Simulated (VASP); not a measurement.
# Si2N in VASP: single point with PBE

Aim: the single point of Si2N with PBE.

Everything below comes from runs of VASP 6.6.1. Logs are shortened: lines on timing, memory, paths and dates and some standing lists are left out, and cuts for length are marked.

## (1) The cell of the first run

The typed cell holds 3 atoms: a = 3.399 Å, b = 3.399 Å, c = 3.589 Å, α = 90.00°, β = 90.00°, γ = 120.00°.

## (2) Single point, PBE

File INCAR:

```
SYSTEM = Si2N
PREC = Accurate ; ENCUT = 600
EDIFF = 1E-6 ; ISMEAR = -1
SIGMA = 0.025 ; LREAL = .FALSE.
LASPH = .TRUE. ; NELM = 120
ALGO = Normal ; ISIF = 2
LWAVE = .FALSE. ; LCHARG = .TRUE.
GGA = PE ; LELF = .TRUE.
LVHAR = .TRUE. ; NBANDS = 14
GGA_COMPAT = .FALSE.
```

File KPOINTS:

```
regular mesh
0
G
  6 6 5
  0 0 0
```

File POSCAR:

```
Si2N
1.0
    3.3986730000      0.0000000000      0.0000000000
   -1.6993370000      2.9433380000      0.0000000000
    0.0000000000      0.0000000000      3.5885750000
Si N
2 1
Direct
    0.3333000000      0.6667000000      0.5000000000
    0.6666000000      0.3333000000      0.5000000000
    0.0000000000      0.0000000000      0.0000000000
```

Potentials or basis: VASP PAW PBE potentials, release 64 (Si, N).

Command:

```console
$ cat potpaw_PBE.64/Si/POTCAR potpaw_PBE.64/N/POTCAR > POTCAR
$ mpirun -np 1 vasp_std > vasp.out
```

OUTCAR:

```text
SYSTEM = Si2N
   PREC = Accurate
   ENCUT = 600
   EDIFF = 1E-6
   ISMEAR = -1
   LREAL = .FALSE.
   LASPH = .TRUE.
   NELM = 120
   ISIF = 2
   GGA = PE

 ion  position               nearest neighbor table
   1  0.333  0.667  0.500-   2 1.96   2 1.96   2 1.96
   2  0.667  0.333  0.500-   1 1.96   1 1.96   1 1.96
   3  0.000  0.000  0.000-

  LATTYP: Found a hexagonal cell.
 ALAT       =     3.3986730000
 C/A-ratio  =     1.0558753372

  Lattice vectors:

 A1 = (   3.3986730000,   0.0000000000,   0.0000000000)
 A2 = (  -1.6993370000,   2.9433380000,   0.0000000000)
 A3 = (   0.0000000000,   0.0000000000,   3.5885750000)

Analysis of symmetry for initial positions (statically):
=====================================================================
 Subroutine PRICEL returns:
 Original cell was already a primitive cell.

 Routine SETGRP: Setting up the symmetry group for a
 hexagonal supercell.

 Subroutine GETGRP returns: Found  4 space group operations
 (whereof  4 operations were pure point group operations)
 out of a pool of 24 trial point group operations.

The static configuration has the point symmetry C_2v.

Analysis of symmetry for dynamics (positions and initial velocities):
=====================================================================
 Subroutine PRICEL returns:
 Original cell was already a primitive cell.

 Routine SETGRP: Setting up the symmetry group for a
 hexagonal supercell.

 Subroutine GETGRP returns: Found  4 space group operations
 (whereof  4 operations were pure point group operations)
 out of a pool of 24 trial point group operations.

The dynamic configuration has the point symmetry C_2v.

 Subroutine INISYM returns: Found  4 space group operations
 (whereof  4 operations are pure point group operations),
 and found     1 'primitive' translations

----------------------------------------------------------------------------------------

                                     Primitive cell

  volume of cell :      35.8981

  direct lattice vectors                    reciprocal lattice vectors
     3.398673000  0.000000000  0.000000000     0.294232484  0.169875205  0.000000000
    -1.699337000  2.943338000  0.000000000     0.000000000  0.339750311  0.000000000
     0.000000000  0.000000000  3.588575000     0.000000000  0.000000000  0.278662143

  length of vectors
     3.398673000  3.398673980  3.588575000     0.339750409  0.339750311  0.278662143
[... 86 lines left out ...]
   NSW    =      0    number of steps for IOM
   IBRION =     -1    ionic relax: 0-MD 1-quasi-New 2-CG
   NFREE  =      0    steps in history (QN), initial steepest desc. (CG)
   ISIF   =      2    stress and relaxation
   ISYM   =      2    0-nonsym 1-usesym 2-fastsym
   POTIM  = 0.5000    time-step for ionic-motion
   TEBEG  =    0.0;   TEEND  =   0.0 temperature during run
   PSTRESS=    0.0 pullay stress
   NELECT =      13.0000    total number of electrons
   NUPDOWN=      -1.0000    fix difference up-down
   EMIN   =  10.00;   EMAX   =-10.00  energy-range for DOS
   EFERMI =   0.00;   METHOD = LEGACY
   ISMEAR =    -1;   SIGMA  =   0.03  broadening in eV -4-tet -1-fermi 0-gaus
   EFERMI_NEDOS =   21; number of points for ismear=-14 and -15
   IALGO  =     38    algorithm
   IMIX   =      4    mixing-type and parameters
     AMIX     =   0.40;   BMIX     =  1.00
     AMIX_MAG =   1.60;   BMIX_MAG =  1.00
  volume/ion in A,a.u.               =      11.97        80.75
  Fermi-wavevector in a.u.,A,eV,Ry     =   1.166896  2.205113 18.526318  1.361646
  Thomas-Fermi vector in A             =   2.303403
   LORBIT       =      0    0 simple, 1 ext, 2 COOP (PROOUT), +10 PAW based schemes
   GGA     = PE    functional components
   LHFCALC =     F    Hartree Fock is set to
   AEXX    =    0.0000 exact exchange contribution
   IVDW    =     0    specifies the selected vdW correction
   LEPSILON=     F    determine dielectric tensor
   LRPA    =     F    only Hartree local field effects (RPA)
 non-spin polarized calculation
  energy-cutoff  :      600.00
  volume of cell :       35.90
 maximum number of plane-waves:      1209
   NGX = 13   NGY = 13   NGZ = 15

 number of electron      13.0000000 magnetization

 Free energy of the ion-electron system (eV)
  ---------------------------------------------------
  ext. energy  EPLUGINS =         0.00000000
  ---------------------------------------------------
  free energy    TOTEN  =       -11.97762321 eV

  energy without entropy =      -11.97622460  energy(sigma->0) =      -11.97692391

 E-fermi :   8.3346     XC(G=0): -11.1970

 val. band max:        8.2200023140   @ k =   0.0000   0.1667   0.2000
 cond. band min:       8.3932465710   @ k =   0.1667   0.0000   0.0000
 fundamental gap:      0.1732442571
 Fermi energy:         8.3345650826

 k-point     1 :       0.0000    0.0000    0.0000
  band No.  band energies     occupation
      1      -7.5152      2.00000
      2      -0.8700      2.00000
      3       3.6789      2.00000
      4       6.7041      2.00000
      5       6.7046      2.00000
      6       6.9299      2.00000
      7       6.9316      2.00000
      8      11.9391      0.00000
      9      12.5282      0.00000
     10      13.3296      0.00000
     11      13.8076      0.00000
     12      13.8089      0.00000
     13      19.4576      0.00000
     14      19.4596      0.00000
[... 377 lines left out ...]
      1      -5.1667      2.00000
      2      -1.8168      2.00000
      3       0.7330      2.00000
      4       3.0741      2.00000
      5       5.6237      2.00000
      6       7.2930      2.00000
      7       7.5420      2.00000
      8      11.1785      0.00000
      9      11.7315      0.00000
     10      12.9628      0.00000
     11      16.3641      0.00000
     12      17.5375      0.00000
     13      18.6066      0.00000
     14      20.3225      0.00000

 [... further k-points ...]
[... 5 lines left out ...]
  --------------------------------------------------------------------------------------
  -------------------------------------------------------------------------------------
  Total       20.2843440     20.3078328     -3.5230192     -0.0000034      0.0000000      0.0000000
  in kB      905.3155981    906.3639354   -157.2367449     -0.0001540      0.0000000      0.0000000
  external PRESSURE =     551.4809295 kB  Pullay stress =       0.0000000 kB

 VOLUME and BASIS-vectors are now :
 -----------------------------------------------------------------------------
  energy-cutoff  :      600.00
  volume of cell :       35.90
      direct lattice vectors                 reciprocal lattice vectors
     3.398673000  0.000000000  0.000000000     0.294232484  0.169875205  0.000000000
    -1.699337000  2.943338000  0.000000000     0.000000000  0.339750311  0.000000000
     0.000000000  0.000000000  3.588575000     0.000000000  0.000000000  0.278662143

 POSITION                                       TOTAL-FORCE (eV/Angst)
 -----------------------------------------------------------------------------------
     -0.00017      1.96232      1.79429        -0.000539     -0.009036      0.000000
      1.69917      0.98101      1.79429        -0.000539      0.009036      0.000000
      0.00000      0.00000      0.00000         0.001078      0.000000      0.000000
 -----------------------------------------------------------------------------------
    total drift:                               -0.000000      0.000000     -0.000000

  FREE ENERGIE OF THE ION-ELECTRON SYSTEM (eV)
  ---------------------------------------------------
  free  energy   TOTEN  =       -11.9776232116 eV

  energy  without entropy=      -11.9762246027  energy(sigma->0) =      -11.97692391
```

OSZICAR:

```text
N       E                     dE             d eps       ncg     rms          rms(c)
DAV:   1     0.286640450813E+02    0.28664E+02   -0.59580E+03  1092   0.886E+02
DAV:   2    -0.108686222152E+02   -0.39533E+02   -0.36253E+02  1472   0.150E+02
DAV:   3    -0.125465124784E+02   -0.16779E+01   -0.16580E+01  1326   0.287E+01
DAV:   4    -0.125568250222E+02   -0.10313E-01   -0.10310E-01  1274   0.252E+00
DAV:   5    -0.125569172477E+02   -0.92225E-04   -0.92223E-04  1368   0.234E-01    0.804E+00
DAV:   6    -0.121332410856E+02    0.42368E+00   -0.62565E-01  1230   0.444E+00    0.490E+00
DAV:   7    -0.120074198723E+02    0.12582E+00   -0.39250E-01  1242   0.361E+00    0.214E+00
DAV:   8    -0.119783895728E+02    0.29030E-01   -0.11501E-01  1236   0.205E+00    0.436E-01
DAV:   9    -0.119778352787E+02    0.55429E-03   -0.12497E-02  1164   0.706E-01    0.158E-01
DAV:  10    -0.119776095061E+02    0.22577E-03   -0.15095E-03  1254   0.282E-01    0.102E-01
DAV:  11    -0.119776232647E+02   -0.13759E-04   -0.11952E-04  1230   0.806E-02    0.285E-02
DAV:  12    -0.119776231990E+02    0.65682E-07   -0.13407E-05  1218   0.202E-02    0.777E-03
DAV:  13    -0.119776232116E+02   -0.12542E-07   -0.26401E-06   896   0.116E-02
   1 F= -.11977623E+02 E0= -.11976924E+02  d E =-.139861E-02
```

stdout:

```text
POSCAR found type information on POSCAR SiN
 POSCAR found :  2 types and       3 ions
 scaLAPACK will be used
 LDA part: xc-table for (Slater+PW92), standard interpolation
 POSCAR, INCAR and KPOINTS ok, starting setup
 FFT: planning ... GRIDC
 FFT: planning ... GRID_SOFT
 FFT: planning ... GRID
 WAVECAR not read
 entering main loop
```

Wall time 20 s (1 thread of AMD EPYC 7R43 (Zen 3), shared host); peak memory 0.12 GiB.

Results:

| Property | Result |
| --- | --- |
| Free energy | -11.9776 eV |
| Pressure | 55.1 GPa |
| Largest force | 0.009 eV/Å |
| Band gap on the k mesh | zero (an odd number of electrons rules out a gap without spin polarisation) |

Forces in eV/Å, atoms in the order of the input:
```
Si  -0.001 -0.009  0.000
Si  -0.001  0.009  0.000
N    0.001  0.000  0.000
```

Stress tensor (GPa, compression positive):
```
 90.53   0.00   0.00
  0.00  90.64   0.00
  0.00   0.00 -15.72
```

Levels at points of the mesh, in eV from the Fermi level:
| k point | band 3 | band 4 | band 5 | band 6 | band 7 | band 8 | band 9 | band 10 |
| --- | --- | --- | --- | --- | --- | --- | --- | --- |
| (0.00, 0.00, 0.00) | -4.66 | -1.63 | -1.63 | -1.40 | -1.40 | 3.60 | 4.19 | 5.00 |
| (0.50, 0.00, 0.00) | -6.70 | -4.47 | -2.40 | -0.69 | 0.43 | 1.09 | 1.56 | 5.02 |
| (0.00, 0.50, 0.00) | -6.70 | -4.47 | -2.40 | -0.69 | 0.44 | 1.09 | 1.56 | 5.02 |

Caveat: the stress differs along the axes, from -16 to 91 GPa.

The gap in the log of VASP goes by the Fermi energy; the results here count the filled bands.